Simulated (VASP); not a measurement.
Set up this calculation in VASP 6.6.1, as the native input.

* Task: single point
* Functional: LDA
* Potentials or basis: VASP PAW LDA potentials, release 64 (Ti_sv)
* Cutoff: 520 eV
* k mesh: 16 × 16 × 8
* Occupations: fermi-dirac, width 0.1 eV
* Spin: no spin polarisation
* Dipole correction: no
* Further INCAR settings: ALGO = Normal; EDIFF = 1e-07; NBANDS = 19

The structure of Ti lies in POSCAR:

```
Ti
1.0
   -2.0018263521      1.6423930768      1.4647773799
    1.6423930768     -2.0018263521      1.4647773799
    3.6428429980      3.6428429980     -2.1230800819
Ti
2
Direct
    0.9585079447      0.0414920553      1.0000000000
    0.7914920553      0.2085079447      0.5000000000
```

One way to write it, as run:

INCAR

```
SYSTEM = Ti
  ALGO = Normal
  EDIFF = 1E-7
  ENCUT = 520
  GGA = CA
  ISIF = 2
  ISMEAR = -1
  LASPH = .TRUE.
  LCHARG = .FALSE.
  LREAL = .FALSE.
  LWAVE = .FALSE.
  NBANDS = 19
  NELM = 80
  PREC = Accurate
  SIGMA = 0.1
```

KPOINTS

```
k-points
0
G
  16 16 8
  0 0 0
```

Potentials or basis: VASP PAW LDA potentials, release 64 (Ti_sv).

The run is started by

```bash
$ cat potpaw_LDA.64/Ti_sv/POTCAR > POTCAR
$ mpirun -np 1 vasp_std > vasp.out
```

It gave:

| Quantity | Value |
| --- | --- |
| Pressure | -11.7 GPa |
| Band gap on the k mesh | zero (bands 12 and 13 overlap by 1.04 eV) |

Caveat: the cell stands under tension.

Run time: 11 min on 1 thread of Oxide Virtual Turin-like Processor, on a shared host, peak memory 0.36 GiB.
